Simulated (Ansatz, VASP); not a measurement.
## WS2 in VASP and in Ansatz

```xyz
6
Lattice="3.1800 0.0000 0.0000 -1.5900 2.7540 0.0000 0.0000 0.0000 12.5000" Properties=species:S:1:pos:R:3 pbc="T T T"
W     0.0000    1.8360    3.1250
W     1.5900    0.9180    9.3750
S     0.0000    1.8360    7.7500
S     1.5900    0.9180    1.5000
S     0.0000    1.8360   11.0000
S     1.5900    0.9180    4.7500
```

Alike in both runs: task electric field gradients; functional PBE; k mesh 10 × 10 × 3; occupations fermi-dirac, width 0.05 eV; no spin polarisation.

|  | VASP | Ansatz |
| --- | --- | --- |
| version | VASP 6.6.1 | Ansatz 0.2.0 |
| potentials or method | VASP PAW PBE potentials, release 64 (W_sv, S) | PAW with Ansatz's default frozen-core files, scalar-relativistic |
| plane-wave cutoff (eV) | 520 | 420 |
| valence electrons in the cell | 52 | 52 |

|  | VASP | Ansatz | Ansatz less VASP |
| --- | --- | --- | --- |
| pressure (GPa) | -3.7 | -3.7 | +0.04 |
| traceless stress, the component that is largest in VASP (GPa) | -3.28 | -3.28 | -0.003 |
| rms of the force components (eV/Å) | 0.497 | 0.498 | +0.0014 |
| size of Vzz on the site where it differs most (V/Å²) | 130.2 | 145.1 | +14.82 |

Atom by atom the forces differ by 0.001 eV/Å (rms over components). The functional is the same, so the differences come from potentials, cutoffs and numerics.

Neither program's run includes spin-orbit coupling.
